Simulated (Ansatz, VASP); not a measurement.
AlNi3: VASP beside Ansatz

The input POSCAR:

```
AlNi3
1.0
    0.0000000000      2.7830835660      2.7830835660
    2.7830835660      0.0000000000      2.7830835660
    2.7830835660      2.7830835660      0.0000000000
Ni Al
3 1
Direct
    0.7500000000      0.7500000000      0.7500000000
    0.0000000000      0.0000000000      0.0000000000
    0.2500000000      0.2500000000      0.2500000000
    0.5000000000      0.5000000000      0.5000000000
```

Contents of INCAR.step1:

```
SYSTEM = AlNi3
PREC     = Accurate       ! precision mode
ENCUT    = 520            ! plane-wave cutoff, eV
ISMEAR   = -1             ! smearing method
SIGMA    = 0.05           ! smearing width, eV
LREAL    = .False.        ! projectors in reciprocal space
LASPH    = .True.         ! aspherical terms in the spheres
NELM     = 150            ! most SCF steps
ISPIN    = 2              ! spin polarisation
MAGMOM   = 1 1 1 0        ! initial moments
LMAXMIX  = 4              ! l up to which the mixer works
NBANDS   = 28             ! bands
GGA      = PE             ! functional
ALGO     = Normal         ! electronic algorithm
EDIFF    = 1E-4           ! SCF threshold, eV
LWAVE    = .True.         ! write WAVECAR
LCHARG   = .False.        ! write CHGCAR
```

The input INCAR.step2:

```
SYSTEM = AlNi3
PREC     = Accurate       ! precision mode
ENCUT    = 520            ! plane-wave cutoff, eV
EDIFF    = 1E-6           ! SCF threshold, eV
ISMEAR   = -1             ! smearing method
SIGMA    = 0.05           ! smearing width, eV
LREAL    = .False.        ! projectors in reciprocal space
LASPH    = .True.         ! aspherical terms in the spheres
NELM     = 150            ! most SCF steps
ALGO     = Normal         ! electronic algorithm
ISIF     = 2              ! what is computed and relaxed
LWAVE    = .False.        ! write WAVECAR
LCHARG   = .False.        ! write CHGCAR
ISPIN    = 2              ! spin polarisation
MAGMOM   = 1 1 1 0        ! initial moments
LORBIT   = 11             ! projections on sites
LMAXMIX  = 4              ! l up to which the mixer works
METAGGA  = R2SCAN         ! meta-GGA
LMIXTAU  = .True.       
NBANDS   = 28             ! bands
ISTART   = 1
```

File KPOINTS:

```
Automatic mesh
0
Gamma
  8 8 8
  0 0 0
```

The input input.yaml:

```yaml
crystal:
  lattice:
    - [0.0, 2.783083566, 2.783083566]
    - [2.783083566, 0.0, 2.783083566]
    - [2.783083566, 2.783083566, 0.0]
  atoms:
    - { symbol: Ni, position: [0.75, 0.75, 0.75], spin: 1.0 }
    - { symbol: Ni, position: [0.0, 0.0, 0.0], spin: 1.0 }
    - { symbol: Ni, position: [0.25, 0.25, 0.25], spin: 1.0 }
    - { symbol: Al, position: [0.5, 0.5, 0.5] }
hamiltonian:
  xc: r2scan
  pseudopotentials: { kind: paw }
magnetization:
  spin_polarized: true
kpoints:
  mp_grid: { grid: [8, 8, 8] }
scf:
  occupations: { method: fermi_dirac, width: 0.05 }
output:
  forces: true
  stress: true
  eigenvalues: true
```

Alike in both runs: task single point; functional r2SCAN; k mesh 8 × 8 × 8; occupations fermi-dirac, width 0.05 eV; collinear spin.

|  | VASP | Ansatz |
| --- | --- | --- |
| version | VASP 6.6.1 | Ansatz 0.2.0 |
| potentials or method | VASP PAW PBE potentials, release 64 (Ni, Al) | Ansatz PAW |
| plane-wave cutoff (eV) | 520 | 500 |
| valence electrons in the cell | 33 | 57 |

|  | VASP | Ansatz | Ansatz less VASP |
| --- | --- | --- | --- |
| gap on the k mesh at the Fermi level (eV) | none | none | - |
| pressure (GPa) | 4.4 | 4.3 | -0.12 |
| net moment per atom (μB) | 0.00 | 0.00 | 0.000 |

VASP's potentials were made for PBE, not for r2SCAN. A gap of «none» marks a metal or a gap that the smearing closes. The functional is the same, so the differences come from potentials, cutoffs and numerics. VASP's potentials hold 33 valence electrons a cell and Ansatz's 57, so a difference there can come from the potentials and not from the codes.

Noted on Ansatz's run: the magnetic or orbital state may not be the lowest.
